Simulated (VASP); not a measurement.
# Ti3H in VASP: notebook

The runs below take Ti3H through single point, with PBE.

All numbers are computed with VASP 6.6.1; they aren't measurements. Logs are shortened: lines on timing, memory, paths and dates and some standing lists are left out, and cuts for length are marked.

### 1 The cell of the first run

The cell holds a slab with vacuum, 4 atoms: a = 2.908 Å, b = 2.908 Å, c = 20.806 Å, α = 90.00°, β = 90.00°, γ = 90.00°.

### 2 Single point, PBE, collinear spin

INCAR

```
SYSTEM = Ti3H
PREC = Accurate ; ENCUT = 520
EDIFF = 1E-6 ; ISMEAR = 0
SIGMA = 0.1 ; LREAL = .False.
LASPH = .True. ; NELM = 150
ALGO = Normal ; ISIF = 2
LWAVE = .False. ; LCHARG = .False.
ISPIN = 2 ; MAGMOM = 0 0 0 1
LORBIT = 11 ; LMAXMIX = 4
LDIPOL = .True. ; IDIPOL = 3
DIPOL = 0.5 0.5 0.317 ; GGA = PE
NBANDS = 30
```

KPOINTS

```
regular mesh
0
Gamma
  9 9 1
  0 0 0
```

POSCAR

```
Ti3H
1.0
    2.9075446931      0.0000000000      0.0000000000
    0.0000000000      2.9075446931      0.0000000000
    0.0000000000      0.0000000000     20.8059825779
Ti H
3 1
Direct
    0.5000000000      0.5000000000      0.1922523959
    0.0000000000      0.0000000000      0.2837148153
    0.5000000000      0.5000000000      0.3751797133
    1.0000000000      1.0000000000      0.4179558714
```

Potentials or basis: VASP PAW PBE potentials, release 64 (Ti_sv, H).

Command:

```bash
cat potpaw_PBE.64/Ti_sv/POTCAR potpaw_PBE.64/H/POTCAR > POTCAR
mpirun -np 1 vasp_std > vasp.out
```

OUTCAR:

```text
SYSTEM = Ti3H
   PREC = Accurate
   ENCUT = 520
   EDIFF = 1E-6
   ISMEAR = 0
   LREAL = .False.
   LASPH = .True.
   NELM = 150
   ISIF = 2
   ISPIN = 2
   LORBIT = 11
   GGA = PE

 ion  position               nearest neighbor table
   1  0.500  0.500  0.192-   2 2.80   2 2.80   2 2.80   2 2.80
   2  0.000  0.000  0.284-   1 2.80   1 2.80   1 2.80   1 2.80   3 2.80   3 2.80   3 2.80   3 2.80

   3  0.500  0.500  0.375-   2 2.80   2 2.80   2 2.80   2 2.80
   4  0.000  0.000  0.418-

  LATTYP: Found a simple tetragonal cell.
 ALAT       =     2.9075446931
 C/A-ratio  =     7.1558599348

  Lattice vectors:

 A1 = (   2.9075446931,   0.0000000000,   0.0000000000)
 A2 = (   0.0000000000,   2.9075446931,   0.0000000000)
 A3 = (   0.0000000000,   0.0000000000,  20.8059825779)

Analysis of symmetry for initial positions (statically):
=====================================================================
 Subroutine PRICEL returns:
 Original cell was already a primitive cell.

 Routine SETGRP: Setting up the symmetry group for a
 simple tetragonal supercell.

 Subroutine GETGRP returns: Found  8 space group operations
 (whereof  8 operations were pure point group operations)
 out of a pool of 16 trial point group operations.

The static configuration has the point symmetry C_4v.

Analysis of symmetry for dynamics (positions and initial velocities):
=====================================================================
 Subroutine PRICEL returns:
 Original cell was already a primitive cell.

 Routine SETGRP: Setting up the symmetry group for a
 simple tetragonal supercell.

 Subroutine GETGRP returns: Found  8 space group operations
 (whereof  8 operations were pure point group operations)
 out of a pool of 16 trial point group operations.

The dynamic configuration has the point symmetry C_4v.

Analysis of structural, dynamic, and magnetic symmetry:
=====================================================================
 Subroutine PRICEL returns:
 Original cell was already a primitive cell.

 Routine SETGRP: Setting up the symmetry group for a
 simple tetragonal supercell.

 Subroutine GETGRP returns: Found  8 space group operations
 (whereof  8 operations were pure point group operations)
 out of a pool of 16 trial point group operations.

The overall configuration has the point symmetry C_4v.

 Subroutine INISYM returns: Found  8 space group operations
 (whereof  8 operations are pure point group operations),
 and found     1 'primitive' translations

[... 126 lines left out ...]

 dipolmoment           0.000000      0.000000     -0.001903 electrons x Angstroem

 number of electron      37.0000014 magnetization      -0.0000621

 number of electron      37.0000014 magnetization       0.0000049

 dipolmoment           0.000000      0.000000      0.016770 electrons x Angstroem

 Free energy of the ion-electron system (eV)
  ---------------------------------------------------
  ext. energy  EPLUGINS =         0.00000000
  ---------------------------------------------------
  free energy    TOTEN  =       -25.79419463 eV

  energy without entropy =      -25.75993752  energy(sigma->0) =      -25.77706608

 E-fermi :  -0.0392     XC(G=0):  -4.4347

 val. band max:       -0.0491392187   @ k =   0.3333   0.0000   0.0000
 cond. band min:      -0.0190702412   @ k =   0.4444   0.2222   0.0000
 fundamental gap:      0.0300689776
 Fermi energy:        -0.0391885623

 spin component 1

 k-point     1 :       0.0000    0.0000    0.0000
  band No.  band energies     occupation
      1     -57.0024      1.00000
      2     -56.8215      1.00000
      3     -56.5356      1.00000
      4     -33.3368      1.00000
      5     -33.1972      1.00000
      6     -33.1075      1.00000
[... 484 lines left out ...]
     29       3.8259      0.00000
     30       4.6948      0.00000
 Fermi energy:        -0.0391885623

 spin component 2

 k-point     1 :       0.0000    0.0000    0.0000
  band No.  band energies     occupation
      1     -57.0024      1.00000
      2     -56.8216      1.00000
      3     -56.5356      1.00000
      4     -33.3368      1.00000
      5     -33.1973      1.00000
      6     -33.1075      1.00000
[... 484 lines left out ...]
     29       3.8259      0.00000
     30       4.6947      0.00000

------------------------ aborting loop because EDIFF is reached ----------------------------------------

 vacuum level on the upper side and lower side of the slab       (xc-potential included)         0.174        -0.176

  FORCE on cell =-STRESS in cart. coord.  units (eV):
  Direction    XX          YY          ZZ          XY          YZ          ZX
  --------------------------------------------------------------------------------------
  -------------------------------------------------------------------------------------
  Total       -2.2197767     -2.2197767      0.4295978      0.0000000     -0.0000000      0.0000000
  in kB      -20.2198927    -20.2198927      3.9131961      0.0000000     -0.0000000      0.0000000
  external PRESSURE =     -12.1755298 kB  Pullay stress =       0.0000000 kB

 VOLUME and BASIS-vectors are now :
 -----------------------------------------------------------------------------
  energy-cutoff  :      520.00
  volume of cell :      175.89
      direct lattice vectors                 reciprocal lattice vectors
     2.907544693  0.000000000  0.000000000     0.343932804  0.000000000  0.000000000
     0.000000000  2.907544693  0.000000000     0.000000000  0.343932804  0.000000000
     0.000000000  0.000000000 20.805982578     0.000000000  0.000000000  0.048063099

 POSITION                                       TOTAL-FORCE (eV/Angst)
 -----------------------------------------------------------------------------------
      1.45377      1.45377      4.00000        -0.000000      0.000000      0.137822
      0.00000      0.00000      5.90297         0.000000      0.000000     -0.730493
      1.45377      1.45377      7.80598        -0.000000     -0.000000      1.051352
      0.00000      0.00000      8.69598        -0.000000      0.000000     -0.458681
 -----------------------------------------------------------------------------------
    total drift:                                0.000000     -0.000000     -0.000508

  FREE ENERGIE OF THE ION-ELECTRON SYSTEM (eV)
  ---------------------------------------------------
  free  energy   TOTEN  =       -25.7941946304 eV

  energy  without entropy=      -25.7599375199  energy(sigma->0) =      -25.77706608

 vacuum level on the upper side and lower side of the slab         3.991         3.612

 total charge

# of ion       s       p       d       tot
------------------------------------------
    1        2.244   6.061   1.928  10.233
    2        2.264   6.153   1.896  10.313
    3        2.207   6.087   1.951  10.245
    4        0.491   0.006   0.000   0.497
--------------------------------------------------
tot          7.206  18.307   5.775  31.289

 magnetization (x)

# of ion       s       p       d       tot
------------------------------------------
    1        0.000  -0.000  -0.000  -0.000
    2       -0.000   0.000   0.000   0.000
    3        0.000   0.000   0.000   0.000
    4       -0.000   0.000   0.000  -0.000
--------------------------------------------------
tot          0.000  -0.000  -0.000  -0.000
```

It took 4 min on 1 thread of AMD EPYC 9R45 (Zen 5), shared host; peak memory 0.38 GiB.

Results:

```
Free energy                                           : -25.7942 eV
Largest force                                         : 1.051 eV/Å
Net moment                                            : 0.00 μB per cell
Valence electrons inside the program's atomic spheres : Ti 10.23, 10.31, 10.24; H 0.50
```

Forces on the atoms (eV/Å):
```
Ti   0.000  0.000  0.138
Ti   0.000  0.000 -0.730
Ti   0.000  0.000  1.051
H    0.000  0.000 -0.459
```

### 3 Single point, PBE, collinear spin

INCAR

```
PREC = Accurate
ENCUT = 520
EDIFF = 1E-7
ISMEAR = 0
SIGMA = 0.1
LREAL = False
LASPH = True
NELM = 150
ALGO = Normal
ISIF = 2
LWAVE = False
LCHARG = False
ISPIN = 2
MAGMOM = 0 0 0 1
LORBIT = 11
LMAXMIX = 4
LDIPOL = True
IDIPOL = 3
DIPOL = 0.5 0.5 0.331
GGA = PE
NBANDS = 30
```

KPOINTS

```
Automatic mesh
0
Gamma
  9 9 1
```

Edit POSCAR of step 2 so:

```diff
@@ -11,2 +11,2 @@
     0.5000000000      0.5000000000      0.3751797133
-    1.0000000000      1.0000000000      0.4179558714
+    1.0000000000      1.0000000000      0.4746703282
```

Potentials or basis: VASP PAW PBE potentials, release 64 (Ti_sv, H).

Command:

```bash
cat potpaw_PBE.64/Ti_sv/POTCAR potpaw_PBE.64/H/POTCAR > POTCAR
mpirun -np 1 vasp_std > vasp.out
```

OUTCAR:

```text
PREC = Accurate
   ENCUT = 520
   EDIFF = 1E-7
   ISMEAR = 0
   LREAL = False
   LASPH = True
   NELM = 150
   ISIF = 2
   ISPIN = 2
   LORBIT = 11
   GGA = PE

 ion  position               nearest neighbor table
   1  0.500  0.500  0.192-   2 2.80   2 2.80   2 2.80   2 2.80
   2  0.000  0.000  0.284-   1 2.80   1 2.80   1 2.80   1 2.80   3 2.80   3 2.80   3 2.80   3 2.80

   3  0.500  0.500  0.375-   2 2.80   2 2.80   2 2.80   2 2.80
   4  0.000  0.000  0.475-

  LATTYP: Found a simple tetragonal cell.
 ALAT       =     2.9075446931
 C/A-ratio  =     7.1558599348

  Lattice vectors:

 A1 = (   2.9075446931,   0.0000000000,   0.0000000000)
 A2 = (   0.0000000000,   2.9075446931,   0.0000000000)
 A3 = (   0.0000000000,   0.0000000000,  20.8059825779)

Analysis of symmetry for initial positions (statically):
=====================================================================
 Subroutine PRICEL returns:
 Original cell was already a primitive cell.

 Routine SETGRP: Setting up the symmetry group for a
 simple tetragonal supercell.

 Subroutine GETGRP returns: Found  8 space group operations
 (whereof  8 operations were pure point group operations)
 out of a pool of 16 trial point group operations.

The static configuration has the point symmetry C_4v.

Analysis of symmetry for dynamics (positions and initial velocities):
=====================================================================
 Subroutine PRICEL returns:
 Original cell was already a primitive cell.

 Routine SETGRP: Setting up the symmetry group for a
 simple tetragonal supercell.

 Subroutine GETGRP returns: Found  8 space group operations
 (whereof  8 operations were pure point group operations)
 out of a pool of 16 trial point group operations.

The dynamic configuration has the point symmetry C_4v.

Analysis of structural, dynamic, and magnetic symmetry:
[... 159 lines left out ...]

 E-fermi :  -0.7277     XC(G=0):  -4.6138

 val. band max:       -0.8008418311   @ k =   0.3333   0.0000   0.0000
 cond. band min:      -0.7200219271   @ k =   0.4444   0.1111   0.0000
 fundamental gap:      0.0808199040
 Fermi energy:        -0.7276861257

 spin component 1

 k-point     1 :       0.0000    0.0000    0.0000
  band No.  band energies     occupation
      1     -57.8160      1.00000
      2     -57.3436      1.00000
      3     -57.2115      1.00000
      4     -34.1264      1.00000
      5     -33.8739      1.00000
      6     -33.8739      1.00000
[... 484 lines left out ...]
     29       3.0943      0.00000
     30       4.2617      0.00000
 Fermi energy:        -0.7276861257

 spin component 2

 k-point     1 :       0.0000    0.0000    0.0000
  band No.  band energies     occupation
      1     -57.8765      1.00000
      2     -57.7065      1.00000
      3     -57.1821      1.00000
      4     -34.2058      1.00000
      5     -34.1117      1.00000
      6     -33.9268      1.00000
[... 484 lines left out ...]
     29       2.9952      0.00000
     30       4.0868      0.00000

------------------------ aborting loop because EDIFF is reached ----------------------------------------

 vacuum level on the upper side and lower side of the slab       (xc-potential included)         0.781        -0.877

  FORCE on cell =-STRESS in cart. coord.  units (eV):
  Direction    XX          YY          ZZ          XY          YZ          ZX
  --------------------------------------------------------------------------------------
  -------------------------------------------------------------------------------------
  Total       -2.0058961     -2.0058961     -2.4562473      0.0000000      0.0000000      0.0000000
  in kB      -18.2716589    -18.2716589    -22.3738975      0.0000000      0.0000000      0.0000000
  external PRESSURE =     -19.6390718 kB  Pullay stress =       0.0000000 kB

 VOLUME and BASIS-vectors are now :
 -----------------------------------------------------------------------------
  energy-cutoff  :      520.00
  volume of cell :      175.89
      direct lattice vectors                 reciprocal lattice vectors
     2.907544693  0.000000000  0.000000000     0.343932804  0.000000000  0.000000000
     0.000000000  2.907544693  0.000000000     0.000000000  0.343932804  0.000000000
     0.000000000  0.000000000 20.805982578     0.000000000  0.000000000  0.048063099

 POSITION                                       TOTAL-FORCE (eV/Angst)
 -----------------------------------------------------------------------------------
      1.45377      1.45377      4.00000         0.000000     -0.000000      0.021180
      0.00000      0.00000      5.90297        -0.000000     -0.000000     -0.553310
      1.45377      1.45377      7.80598         0.000000      0.000000      2.177183
      0.00000      0.00000      9.87598         0.000000     -0.000000     -1.645053
 -----------------------------------------------------------------------------------
    total drift:                                0.000000     -0.000000     -0.000235

  FREE ENERGIE OF THE ION-ELECTRON SYSTEM (eV)
  ---------------------------------------------------
  free  energy   TOTEN  =       -24.3359400750 eV

  energy  without entropy=      -24.3195095303  energy(sigma->0) =      -24.32772480

 vacuum level on the upper side and lower side of the slab         4.812         3.187

 total charge

# of ion       s       p       d       tot
------------------------------------------
    1        2.243   6.062   1.925  10.230
    2        2.262   6.158   1.893  10.314
    3        2.225   6.073   1.875  10.174
    4        0.387   0.001   0.000   0.388
--------------------------------------------------
tot          7.118  18.295   5.693  31.107

 magnetization (x)

# of ion       s       p       d       tot
------------------------------------------
    1       -0.006  -0.023  -0.402  -0.432
    2       -0.000  -0.010   0.073   0.064
    3       -0.002  -0.003  -0.063  -0.068
    4        0.006  -0.000   0.000   0.006
--------------------------------------------------
tot         -0.003  -0.035  -0.392  -0.430
```

OSZICAR:

```text
N       E                     dE             d eps       ncg     rms          rms(c)
DAV:   1     0.417986596677E+03    0.41799E+03   -0.19887E+04  1976   0.118E+03
DAV:   2     0.256094763080E+02   -0.39238E+03   -0.38231E+03  1934   0.390E+02
DAV:   3    -0.205887065294E+02   -0.46198E+02   -0.45355E+02  3294   0.117E+02
DAV:   4    -0.280031810892E+02   -0.74145E+01   -0.73658E+01  2742   0.385E+01
[... 31 lines left out ...]
DAV:  36    -0.243359384699E+02   -0.20202E-05   -0.69276E-08  1604   0.112E-03    0.640E-04
DAV:  37    -0.243359393593E+02   -0.88936E-06   -0.19643E-08  1362   0.774E-04    0.430E-04
DAV:  38    -0.243359399868E+02   -0.62754E-06   -0.27760E-08  1420   0.772E-04    0.191E-04
DAV:  39    -0.243359401651E+02   -0.17828E-06   -0.27542E-08  1484   0.562E-04    0.157E-04
DAV:  40    -0.243359400750E+02    0.90111E-07   -0.42140E-09  1158   0.315E-04
   1 F= -.24335940E+02 E0= -.24327725E+02  d E =-.164305E-01  mag=    -0.7554
```

Run time: 4 min. Hardware: 1 thread of AMD EPYC 9R45 (Zen 5), shared host; peak memory 0.38 GiB.

Results:

```yaml
Free_energy: -24.3359 eV
Largest_force: 2.177 eV/Å
Net_moment: -0.76 μB per cell
Site_moments: Ti -0.43, +0.06, -0.07; H +0.01 μB
Valence_electrons_inside_the_program's_atomic_spheres: Ti 10.23, 10.31, 10.17; H 0.39
```

Forces on the atoms (eV/Å):
```
Ti   0.000  0.000  0.021
Ti   0.000  0.000 -0.553
Ti   0.000  0.000  2.177
H    0.000  0.000 -1.645
```
